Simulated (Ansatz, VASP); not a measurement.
# One calculation of NiO, two programs

The input INCAR:

```
SYSTEM = NiO
PREC = Accurate ; ENCUT = 520
EDIFF = 1E-7 ; ISMEAR = 0
SIGMA = 0.1 ; LREAL = .FALSE.
LASPH = .TRUE. ; NELM = 150
ALGO = Normal ; ISIF = 2
LWAVE = .FALSE. ; LCHARG = .FALSE.
ISPIN = 2 ; MAGMOM = 1.6 0.32
LORBIT = 11 ; LMAXMIX = 4
GGA = PE ; NBANDS = 19
```

KPOINTS

```
Automatic mesh
0
G
  18 18 18
  0 0 0
```

Contents of POSCAR:

```
NiO
1.0
    0.0000000000      2.1290504512      2.1290504512
    2.1290504512      0.0000000000      2.1290504512
    2.1290504512      2.1290504512      0.0000000000
Ni O
1 1
Direct
    0.0000000000      0.0000000000      0.0000000000
    0.5000000000      0.5000000000      0.5000000000
```

Input for Ansatz:

```yaml
crystal:
  lattice:
    - [0.0, 2.1290504512, 2.1290504512]
    - [2.1290504512, 0.0, 2.1290504512]
    - [2.1290504512, 2.1290504512, 0.0]
  atoms:
    - { symbol: Ni, position: [0.0, 0.0, 0.0], spin: 1.6 }
    - { symbol: O, position: [0.5, 0.5, 0.5], spin: 0.32 }
basis:
  ecutwfc: 420
kpoints:
  mp_grid: { grid: [18, 18, 18] }
hamiltonian:
  xc: pbe
scf:
  occupations: { method: gaussian, width: 0.1 }
output:
  forces: true
  stress: true
  eigenvalues: true
  populations: true
magnetization:
  spin_polarized: true
```

Alike in both runs: task single point; functional PBE; k mesh 18 × 18 × 18; occupations gaussian, width 0.1 eV; collinear spin.

|  | VASP | Ansatz |
| --- | --- | --- |
| version | VASP 6.6.1 | Ansatz 0.2.0 |
| potentials or method | VASP PAW PBE potentials, release 64 (Ni, O), cutoff 520 eV | scalar-relativistic, plane waves, PAW |
| valence electrons in the cell | 16 | 24 |

Ansatz gave:

* gap on the k mesh at the Fermi level (eV): none
* pressure (GPa): -4.6
* net moment per atom (μB): 0.93
* size of the moment on the site where the two differ most (μB): 0.31

Task: What did VASP give for the same quantities?

Result: gap on the k mesh at the Fermi level (eV): none; pressure (GPa): -5.0; net moment per atom (μB): 0.92; size of the moment on the site where the two differ most (μB): 0.29.

Site moments also hang on the region over which each program counts them. A gap of «none» marks a metal or a gap that the smearing closes. VASP's potentials hold 16 valence electrons a cell and Ansatz's 24, so a difference there can come from the potentials and not from the codes.
